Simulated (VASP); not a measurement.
# GaP (F-43m) in VASP: further runs

Aim: see how the results for GaP move with the level of theory and the settings. Levels: PBEsol, PBE+D4. Tasks: single point.

Program: VASP 6.6.1. These are calculated values, not measurements. Logs are shortened: lines on timing, memory, paths and dates and some standing lists are left out, and cuts for length are marked.

**Experimental background.**

“Stacking defects in GaP nanowires: Electronic structure and optical properties”, 2018, arxiv:1810.01194 quotes, for a bulk crystal of GaP at 10 K: band gap 2.34 eV (indirect).

The runs below are set against these values where they give the same quantity.

### Step 1. The cell of the first run

Symmetry: F-43m, No. 216, cubic system. Conventional cell: a = 5.377 Å, b = 5.377 Å, c = 5.377 Å, α = 90.00°, β = 90.00°, γ = 90.00°. Ga (site symmetry -43m) has 4 P at 2.33 Å within 3.1 Å. Within 3.1 Å of P (site symmetry -43m) lie 4 Ga at 2.33 Å.

### Step 2. Single point, PBEsol (volume scaled by 0.96)

INCAR

```
SYSTEM = GaP
ALGO = Normal
EDIFF = 1E-7
ENCUT = 520
GGA = PS
ISIF = 2
ISMEAR = -1
LASPH = .TRUE.
LCHARG = .FALSE.
LREAL = .FALSE.
LWAVE = .FALSE.
NBANDS = 16
NELM = 60
PREC = Accurate
SIGMA = 0.05
```

KPOINTS

```
k-points
0
G
  8 8 8
  0 0 0
```

POSCAR

```
GaP
1.0
    0.0000000000      2.6884177822      2.6884177822
    2.6884177822      0.0000000000      2.6884177822
    2.6884177822      2.6884177822      0.0000000000
Ga P
1 1
Direct
    0.0000000000      0.0000000000      0.0000000000
    0.7500000000      0.7500000000      0.7500000000
```

Potentials or basis: VASP PAW PBE potentials, release 64 (Ga_d, P).

Run with:

```sh
cat potpaw_PBE.64/Ga_d/POTCAR potpaw_PBE.64/P/POTCAR > POTCAR
mpirun -np 1 vasp_std > vasp.out
```

OUTCAR:

```text
SYSTEM = GaP
   EDIFF = 1E-7
   ENCUT = 520
   GGA = PS
   ISIF = 2
   ISMEAR = -1
   LASPH = .TRUE.
   LREAL = .FALSE.
   NELM = 60
   PREC = Accurate

 ion  position               nearest neighbor table
   1  0.000  0.000  0.000-   2 2.33   2 2.33   2 2.33   2 2.33
   2  0.750  0.750  0.750-   1 2.33   1 2.33   1 2.33   1 2.33

  LATTYP: Found a face centered cubic cell.
 ALAT       =     5.3768355644

  Lattice vectors:

 A1 = (   0.0000000000,   2.6884177822,   2.6884177822)
 A2 = (   2.6884177822,   0.0000000000,   2.6884177822)
 A3 = (   2.6884177822,   2.6884177822,   0.0000000000)

Analysis of symmetry for initial positions (statically):
=====================================================================
 Subroutine PRICEL returns:
 Original cell was already a primitive cell.

 Routine SETGRP: Setting up the symmetry group for a
 face centered cubic supercell.

 Subroutine GETGRP returns: Found 24 space group operations
 (whereof 24 operations were pure point group operations)
 out of a pool of 48 trial point group operations.

The static configuration has the point symmetry T_d .

Analysis of symmetry for dynamics (positions and initial velocities):
=====================================================================
 Subroutine PRICEL returns:
 Original cell was already a primitive cell.

 Routine SETGRP: Setting up the symmetry group for a
 face centered cubic supercell.

 Subroutine GETGRP returns: Found 24 space group operations
 (whereof 24 operations were pure point group operations)
 out of a pool of 48 trial point group operations.

The dynamic configuration has the point symmetry T_d .

 Subroutine INISYM returns: Found 24 space group operations
 (whereof 24 operations are pure point group operations),
 and found     1 'primitive' translations

----------------------------------------------------------------------------------------

                                     Primitive cell

  volume of cell :      38.8616

  direct lattice vectors                    reciprocal lattice vectors
     0.000000000  2.688417782  2.688417782    -0.185982998  0.185982998  0.185982998
     2.688417782  0.000000000  2.688417782     0.185982998 -0.185982998  0.185982998
     2.688417782  2.688417782  0.000000000     0.185982998  0.185982998 -0.185982998

  length of vectors
     3.801996889  3.801996889  3.801996889     0.322132003  0.322132003  0.322132003

  position of ions in fractional coordinates (direct lattice)
     0.000000000  0.000000000  0.000000000
     0.750000000  0.750000000  0.750000000

  ion indices of the primitive-cell ions
   primitive index   ion index
                 1           1
                 2           2

----------------------------------------------------------------------------------------

 KPOINTS: k-points

Automatic generation of k-mesh.
 Grid dimensions read from file:
 generate k-points for:    8    8    8

 Generating k-lattice:

  Cartesian coordinates                     Fractional coordinates (reciprocal lattice)
    -0.023247875  0.023247875  0.023247875     0.125000000  0.000000000  0.000000000
     0.023247875 -0.023247875  0.023247875     0.000000000  0.125000000  0.000000000
     0.023247875  0.023247875 -0.023247875     0.000000000  0.000000000  0.125000000

  Length of vectors
     0.040266500  0.040266500  0.040266500

  Shift w.r.t. Gamma in fractional coordinates (k-lattice)
     0.000000000  0.000000000  0.000000000

 Subroutine IBZKPT returns following result:
 ===========================================

 Found     29 irreducible k-points:

 Following reciprocal coordinates:
            Coordinates               Weight
  0.000000  0.000000  0.000000      1.000000
  0.125000  0.000000  0.000000      8.000000
  0.250000  0.000000  0.000000      8.000000
  0.375000  0.000000  0.000000      8.000000
  0.500000  0.000000  0.000000      4.000000
  0.125000  0.125000  0.000000      6.000000
[... 16 lines left out ...]
  0.500000  0.250000  0.125000     48.000000
 -0.375000  0.250000  0.125000     24.000000
 [... further k-points ...]
   k-points           NKPTS =     29   k-points in BZ     NKDIM =     29   number of bands    NBANDS=     16
   number of dos      NEDOS =    301   number of ions     NIONS =      2
   total plane-waves  NPLWV =  21952
   dimension x,y,z NGX =    28 NGY =   28 NGZ =   28
   dimension x,y,z NGXF=    56 NGYF=   56 NGZF=   56
   ions per type =               1   1
   NGX,Y,Z   is equivalent  to a cutoff of  12.24, 12.24, 12.24 a.u.
   NGXF,Y,Z  is equivalent  to a cutoff of  24.49, 24.49, 24.49 a.u.
 SYSTEM =  GaP
   PREC   = accura    normal or accurate (medium, high low for compatibility)
   ISTART =      0    job   : 0-new  1-cont  2-samecut
   ICHARG =      2    charge: 1-file 2-atom 10-const
   ISPIN  =      1    spin polarized calculation?
   LNONCOLLINEAR =      F non collinear calculations
   LSORBIT =      F    spin-orbit coupling
   LASPH  =      T    aspherical Exc in radial PAW
   ENCUT  =  520.0 eV  38.22 Ry    6.18 a.u.   7.07  7.07  7.07*2*pi/ulx,y,z
   NELM   =     60;   NELMIN=  2; NELMDL= -5     # of ELM steps
   EDIFF  = 0.1E-06   stopping-criterion for ELM
   LREAL  =      F    real-space projection
   EDIFFG = 0.1E-05   stopping-criterion for IOM
   NSW    =      0    number of steps for IOM
   IBRION =     -1    ionic relax: 0-MD 1-quasi-New 2-CG
   NFREE  =      0    steps in history (QN), initial steepest desc. (CG)
   ISIF   =      2    stress and relaxation
   ISYM   =      2    0-nonsym 1-usesym 2-fastsym
   POTIM  = 0.5000    time-step for ionic-motion
   TEBEG  =    0.0;   TEEND  =   0.0 temperature during run
   PSTRESS=    0.0 pullay stress
   NELECT =      18.0000    total number of electrons
   NUPDOWN=      -1.0000    fix difference up-down
   EMIN   =  10.00;   EMAX   =-10.00  energy-range for DOS
   EFERMI =   0.00;   METHOD = LEGACY
   ISMEAR =    -1;   SIGMA  =   0.05  broadening in eV -4-tet -1-fermi 0-gaus
   EFERMI_NEDOS =   21; number of points for ismear=-14 and -15
   IALGO  =     38    algorithm
   IMIX   =      4    mixing-type and parameters
     AMIX     =   0.40;   BMIX     =  1.00
     AMIX_MAG =   1.60;   BMIX_MAG =  1.00
  volume/ion in A,a.u.               =      19.43       131.13
  Fermi-wavevector in a.u.,A,eV,Ry     =   1.266657  2.393634 21.829447  1.604419
  Thomas-Fermi vector in A             =   2.399846
   LORBIT       =      0    0 simple, 1 ext, 2 COOP (PROOUT), +10 PAW based schemes
   GGA     = PS    functional components
   LHFCALC =     F    Hartree Fock is set to
   AEXX    =    0.0000 exact exchange contribution
   IVDW    =     0    specifies the selected vdW correction
   LEPSILON=     F    determine dielectric tensor
   LRPA    =     F    only Hartree local field effects (RPA)
 non-spin polarized calculation
  energy-cutoff  :      520.00
  volume of cell :       38.86
 maximum number of plane-waves:      1058
   NGX = 15   NGY = 15   NGZ = 15

 number of electron      17.9999992 magnetization

 Free energy of the ion-electron system (eV)
  ---------------------------------------------------
  ext. energy  EPLUGINS =         0.00000000
  ---------------------------------------------------
  free energy    TOTEN  =        -9.90870796 eV

  energy without entropy =       -9.90870795  energy(sigma->0) =       -9.90870795

 E-fermi :   5.6905     XC(G=0): -10.2071

 val. band max:        4.9954052943   @ k =   0.0000   0.0000   0.0000
 cond. band min:       6.4243819495   @ k =   0.5000   0.5000   0.0000
 fundamental gap:      1.4289766553
 Fermi energy:         5.6905259508

 k-point     1 :       0.0000    0.0000    0.0000
  band No.  band energies     occupation
      1      -9.6232      2.00000
      2      -9.6232      2.00000
      3      -9.6232      2.00000
      4      -9.5093      2.00000
      5      -9.5093      2.00000
      6      -7.8454      2.00000
[... 8 lines left out ...]
     15      14.8246      0.00000
     16      14.8246      0.00000

 k-point     2 :       0.1250    0.0000    0.0000
  band No.  band energies     occupation
      1      -9.6404      2.00000
      2      -9.6178      2.00000
      3      -9.6178      2.00000
      4      -9.5094      2.00000
      5      -9.5094      2.00000
      6      -7.6300      2.00000
[... 8 lines left out ...]
     15      14.1429      0.00000
     16      14.6784      0.00000

 k-point     3 :       0.2500    0.0000    0.0000
  band No.  band energies     occupation
      1      -9.6768      2.00000
      2      -9.6063      2.00000
      3      -9.6063      2.00000
      4      -9.5080      2.00000
      5      -9.5080      2.00000
      6      -7.0196      2.00000
[... 8 lines left out ...]
     15      13.9513      0.00000
     16      14.8219      0.00000

 k-point     4 :       0.3750    0.0000    0.0000
  band No.  band energies     occupation
      1      -9.7085      2.00000
      2      -9.5975      2.00000
      3      -9.5975      2.00000
      4      -9.5036      2.00000
      5      -9.5036      2.00000
      6      -6.1589      2.00000
[... 8 lines left out ...]
     15      15.2178      0.00000
     16      15.2178      0.00000

 k-point     5 :       0.5000    0.0000    0.0000
  band No.  band energies     occupation
      1      -9.7207      2.00000
      2      -9.5949      2.00000
      3      -9.5949      2.00000
      4      -9.5008      2.00000
      5      -9.5008      2.00000
      6      -5.6161      2.00000
[... 8 lines left out ...]
     15      16.7959      0.00000
     16      16.7959      0.00000

 k-point     6 :       0.1250    0.1250    0.0000
  band No.  band energies     occupation
      1      -9.6506      2.00000
      2      -9.6127      2.00000
      3      -9.6127      2.00000
      4      -9.5143      2.00000
      5      -9.5056      2.00000
      6      -7.5589      2.00000
[... 8 lines left out ...]
     15      15.0718      0.00000
     16      15.0747      0.00000

 k-point     7 :       0.2500    0.1250    0.0000
  band No.  band energies     occupation
      1      -9.6788      2.00000
      2      -9.6030      2.00000
      3      -9.6005      2.00000
      4      -9.5181      2.00000
      5      -9.5022      2.00000
      6      -7.0799      2.00000
[... 8 lines left out ...]
     15      15.0502      0.00000
     16      16.1379      0.00000

 k-point     8 :       0.3750    0.1250    0.0000
  band No.  band energies     occupation
      1      -9.7065      2.00000
      2      -9.5954      2.00000
      3      -9.5905      2.00000
      4      -9.5161      2.00000
      5      -9.4989      2.00000
      6      -6.2851      2.00000
[... 8 lines left out ...]
     15      15.8470      0.00000
     16      15.9568      0.00000

 k-point     9 :       0.5000    0.1250    0.0000
  band No.  band energies     occupation
      1      -9.7214      2.00000
      2      -9.5923      2.00000
      3      -9.5872      2.00000
      4      -9.5090      2.00000
      5      -9.4993      2.00000
      6      -5.5364      2.00000
[... 8 lines left out ...]
     15      16.7985      0.00000
     16      17.0951      0.00000
[... 172 lines left out ...]
 k-point    19 :       0.5000    0.3750    0.0000
  band No.  band energies     occupation
      1      -9.7498      2.00000
      2      -9.5595      2.00000
      3      -9.5535      2.00000
      4      -9.5437      2.00000
      5      -9.4879      2.00000
      6      -4.8933      2.00000
[... 8 lines left out ...]
     15      17.1340      0.00000
     16      18.4647      0.00000

 k-point    20 :      -0.3750    0.3750    0.0000
  band No.  band energies     occupation
      1      -9.7410      2.00000
      2      -9.5709      2.00000
      3      -9.5582      2.00000
      4      -9.5326      2.00000
      5      -9.4953      2.00000
      6      -4.6807      2.00000
[... 8 lines left out ...]
     15      15.4443      0.00000
     16      19.9842      0.00000

 k-point    21 :       0.5000    0.5000    0.0000
  band No.  band energies     occupation
      1      -9.7587      2.00000
      2      -9.5529      2.00000
      3      -9.5477      2.00000
      4      -9.5477      2.00000
      5      -9.4841      2.00000
      6      -4.6494      2.00000
[... 8 lines left out ...]
     15      17.5017      0.00000
     16      18.1266      0.00000

 k-point    22 :       0.3750    0.2500    0.1250
  band No.  band energies     occupation
      1      -9.7026      2.00000
      2      -9.5926      2.00000
      3      -9.5880      2.00000
      4      -9.5225      2.00000
      5      -9.4989      2.00000
      6      -6.5018      2.00000
[... 8 lines left out ...]
     15      16.2381      0.00000
     16      17.5295      0.00000

 k-point    23 :       0.5000    0.2500    0.1250
  band No.  band energies     occupation
      1      -9.7201      2.00000
      2      -9.5885      2.00000
      3      -9.5774      2.00000
      4      -9.5201      2.00000
      5      -9.4991      2.00000
      6      -5.6882      2.00000
[... 8 lines left out ...]
     15      16.6609      0.00000
     16      17.9199      0.00000

 k-point    24 :      -0.3750    0.2500    0.1250
  band No.  band energies     occupation
      1      -9.7265      2.00000
      2      -9.5880      2.00000
      3      -9.5738      2.00000
      4      -9.5158      2.00000
      5      -9.5010      2.00000
      6      -5.1822      2.00000
[... 8 lines left out ...]
     15      17.0357      0.00000
     16      17.6748      0.00000

 [... further k-points ...]

------------------------ aborting loop because EDIFF is reached ----------------------------------------

  FORCE on cell =-STRESS in cart. coord.  units (eV):
  Direction    XX          YY          ZZ          XY          YZ          ZX
  --------------------------------------------------------------------------------------
  -------------------------------------------------------------------------------------
  Total        0.7432770      0.7432770      0.7432770     -0.0000000      0.0000000      0.0000000
  in kB       30.6436853     30.6436853     30.6436853     -0.0000000      0.0000000      0.0000000
  external PRESSURE =      30.6436853 kB  Pullay stress =       0.0000000 kB

 VOLUME and BASIS-vectors are now :
 -----------------------------------------------------------------------------
  energy-cutoff  :      520.00
  volume of cell :       38.86
      direct lattice vectors                 reciprocal lattice vectors
     0.000000000  2.688417782  2.688417782    -0.185982998  0.185982998  0.185982998
     2.688417782  0.000000000  2.688417782     0.185982998 -0.185982998  0.185982998
     2.688417782  2.688417782  0.000000000     0.185982998  0.185982998 -0.185982998

 POSITION                                       TOTAL-FORCE (eV/Angst)
 -----------------------------------------------------------------------------------
      0.00000      0.00000      0.00000        -0.000000     -0.000000      0.000000
      4.03263      4.03263      4.03263         0.000000      0.000000     -0.000000
 -----------------------------------------------------------------------------------
    total drift:                               -0.000000     -0.000000     -0.000000

  FREE ENERGIE OF THE ION-ELECTRON SYSTEM (eV)
  ---------------------------------------------------
  free  energy   TOTEN  =        -9.9087079631 eV

  energy  without entropy=       -9.9087079456  energy(sigma->0) =       -9.90870795
```

Wall time 8.2 s (1 thread of Intel Xeon 6975P-C (Granite Rapids), shared host); peak memory 0.16 GiB.

What came out:

```
Free energy            : -9.9087 eV
Pressure               : 3.1 GPa
Band gap on the k mesh : 1.43 eV, indirect (least direct gap 2.09 eV)
```

Caveat: the cell differs from its parent crystal (volume scaled by 0.96); the PAW data sets were made with another functional, which shifts forces and pressure a little. A k mesh can miss the band edges.

### Step 3. Single point, PBE+D4

This run uses another cell than the first one, of 20.05 Å³/atom, 1.032 times its volume.

INCAR

```
SYSTEM = GaP
PREC     = Accurate       ! precision mode
ENCUT    = 520            ! plane-wave cutoff, eV
EDIFF    = 1E-6           ! SCF threshold, eV
ISMEAR   = -1             ! smearing method
SIGMA    = 0.05           ! smearing width, eV
LREAL    = .FALSE.        ! projectors in reciprocal space
LASPH    = .TRUE.         ! aspherical terms in the spheres
NELM     = 100            ! most SCF steps
ALGO     = Normal         ! electronic algorithm
ISIF     = 2              ! what is computed and relaxed
LWAVE    = .FALSE.        ! write WAVECAR
LCHARG   = .FALSE.        ! write CHGCAR
GGA      = PE             ! functional
IVDW     = 13             ! dispersion correction
NBANDS   = 16             ! bands
```

KPOINTS

```
regular mesh
0
G
  8 8 8
  0 0 0
```

POSCAR

```
GaP
1.0
    0.0000000000      2.7166101674      2.7166101674
    2.7166101674      0.0000000000      2.7166101674
    2.7166101674      2.7166101674      0.0000000000
Ga P
1 1
Direct
    0.0000000000      0.0000000000      0.0000000000
    0.7500000000      0.7500000000      0.7500000000
```

Potentials or basis: VASP PAW PBE potentials, release 64 (Ga_d, P).

Run with:

```sh
cat potpaw_PBE.64/Ga_d/POTCAR potpaw_PBE.64/P/POTCAR > POTCAR
mpirun -np 1 vasp_std > vasp.out
```

Wall time 12 s (1 thread of Intel Xeon 6975P-C (Granite Rapids), shared host); peak memory 0.17 GiB.

It converged, with:

* Free energy: -9.9434 eV
* Pressure: -0.1 GPa
* Band gap on the k mesh: 1.63 eV, indirect (least direct gap 1.91 eV)
* Dispersion energy per atom: -0.417 eV

Levels at points of the mesh, in eV from the valence-band top:
| k point | band 6 | band 7 | band 8 | band 9 | band 10 | band 11 | band 12 | band 13 |
| --- | --- | --- | --- | --- | --- | --- | --- | --- |
| (0.00, 0.00, 0.00) | -12.56 | 0.00 | 0.00 | 0.00 | 1.91 | 3.89 | 3.89 | 3.89 |
| (0.50, 0.00, 0.00) | -10.47 | -6.69 | -1.13 | -1.13 | 1.70 | 4.72 | 4.72 | 8.30 |
| (0.50, 0.50, 0.00) | -9.55 | -6.80 | -2.71 | -2.71 | 1.63 | 1.81 | 10.67 | 10.67 |

### Step 4. Comparison with measurements

Step 3. Against the measured gap of GaP, 2.34 eV (indirect; 10 K; quoted in “Stacking defects in GaP nanowires: Electronic structure and optical properties”, 2018, arxiv:1810.01194), the calculated 1.63 eV is off by -0.71 eV. Spin-orbit coupling on Ga is left out. The value is that of PBE+D4 on a finite k mesh, which can miss the band edges, without temperature or zero-point motion. Semilocal functionals fall short of measured gaps as a rule.
